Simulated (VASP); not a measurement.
The system is ZnSnN2.

```
Zn N Sn
1.0
     3.10897    0.00000    0.00000
     0.00000    3.10897    0.00000
     0.00000    0.00000    4.39675
Zn N Sn
1 2 1
Direct
  0.00000 0.00000 0.00000
  0.00000 0.50000 0.25000
  0.50000 0.00000 0.75000
  0.50000 0.50000 0.50000
```

| Property | Result |
| --- | --- |
| Program | VASP 6.6.1 |
| Task | relaxation of cell and atoms |
| Functional | PBE |
| Potentials or basis | VASP PAW PBE potentials, release 64 (Zn, N, Sn_d) |
| Cutoff | 600 eV |
| k mesh | 8 × 8 × 6 |
| Occupations | fermi-dirac, width 0.02 eV |
| Spin | no spin polarisation |

At the start: pressure 70.2 GPa; volume 10.62 Å³/atom.

How do energy, volume and symmetry change on relaxing?

Over 9 steps the energy falls by 572.8 meV/atom and the volume is 13.91 Å³/atom (+30.9 %); space group P-4m2 (No. 115, to 0.05 Å).

The path:
```
step  energy change (eV)  largest force (eV/Å)  pressure (GPa)  volume (Å³)
   1              0.0000                2.1336           70.20        42.50
   2             -0.0085                1.0746          -22.75        78.04
   3             -2.2647                0.5868           -2.15        56.36
   4             -2.2727                0.5352           -0.47        55.66
   5             -2.2738                0.5067            0.41        55.30
   6             -2.2895                0.1655           -0.13        55.63
   7             -2.2911                0.0169           -0.35        55.78
   8             -2.2912                0.0133            0.27        55.55
   9             -2.2912                0.0011           -0.01        55.64
```

Final structure:
```
Zn N Sn
1.0
     3.41545    0.00000    0.00000
     0.00000    3.41545    0.00000
     0.00000    0.00000    4.76961
Zn N Sn
1 2 1
Direct
  0.00000 0.00000 0.00000
  0.00000 0.50000 0.24462
  0.50000 0.00000 0.75538
  0.50000 0.50000 0.50000
```

Caveat: the volume moved by over 15 % at a fixed basis, so the end points are rough.
